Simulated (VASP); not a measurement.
**NaF (Villiaumite): single point with PBEsol+D3(BJ)**

Crystal: NaF (Villiaumite).

```
CELL_PARAMETERS angstrom
0.00427 2.32950 2.33169
2.34346 -0.02430 2.36027
2.29970 2.31433 0.01946
ATOMIC_POSITIONS crystal
Na 0.00044 0.03083 0.97207
F 0.48304 0.51624 0.53392
```

```yaml
Program: VASP 6.6.1
Task: single point
Functional: PBEsol
Dispersion: D3(BJ)
Potentials_or_basis: VASP PAW PBE potentials, release 64 (Na_pv, F)
Cutoff: 520 eV
k_mesh: 4 × 4 × 4
Occupations: gaussian, width 0.01 eV
Spin: no spin polarisation
Dipole_correction: no
Further_INCAR_settings: ALGO = Normal; EDIFF = 1e-07; NBANDS = 14
```

```yaml
Pressure: -2.3 GPa
Largest_force: 0.346 eV/Å
Band_gap_on_the_k_mesh: 6.04 eV, direct
Dispersion_energy_per_atom: -0.159 eV
```

Forces in eV/Å, atoms in the order of the input:
```
Na   0.242  0.206 -0.136
F   -0.242 -0.206  0.136
```

Stress tensor (GPa, compression positive):
```
-1.63  0.18 -0.36
 0.18 -2.27  0.29
-0.36  0.29 -2.87
```

Levels at points of the mesh, in eV from the valence-band top:
| k point | band 3 | band 4 | band 5 | band 6 | band 7 | band 8 | band 9 | band 10 | band 11 | band 12 |
| --- | --- | --- | --- | --- | --- | --- | --- | --- | --- | --- |
| (0.00, 0.00, 0.00) | -18.83 | -18.77 | -0.08 | -0.04 | 0.00 | 6.04 | 18.39 | 18.76 | 19.14 | 21.31 |
| (0.50, 0.00, 0.00) | -18.85 | -18.06 | -1.61 | -0.31 | -0.25 | 10.47 | 12.16 | 19.45 | 19.86 | 22.51 |
| (0.00, 0.50, 0.00) | -18.85 | -18.05 | -1.63 | -0.26 | -0.22 | 10.46 | 11.96 | 19.72 | 20.09 | 22.69 |
| (0.50, 0.50, 0.00) | -18.89 | -18.63 | -1.31 | -0.47 | -0.40 | 12.72 | 13.07 | 13.32 | 19.20 | 19.78 |
| (0.00, 0.00, 0.50) | -18.84 | -18.10 | -1.60 | -0.33 | -0.30 | 10.51 | 12.30 | 19.54 | 19.65 | 22.45 |
| (0.50, 0.00, 0.50) | -18.89 | -18.62 | -1.30 | -0.48 | -0.39 | 12.68 | 13.05 | 13.37 | 19.16 | 19.78 |
| (0.00, 0.50, 0.50) | -18.89 | -18.61 | -1.29 | -0.45 | -0.44 | 12.74 | 13.01 | 13.39 | 19.36 | 19.42 |
| (0.50, 0.50, 0.50) | -18.84 | -18.06 | -1.61 | -0.31 | -0.24 | 10.47 | 12.14 | 19.51 | 19.91 | 22.52 |

Wall time 12 s on 1 thread of Intel(R) Xeon(R) Platinum 8488C (Sapphire Rapids) (shared host), peak memory 0.15 GiB.

Caveat: the k points lie up to 0.59 Å⁻¹ apart; three body term missing; the PAW data sets were made with another functional, which shifts forces and pressure a little.
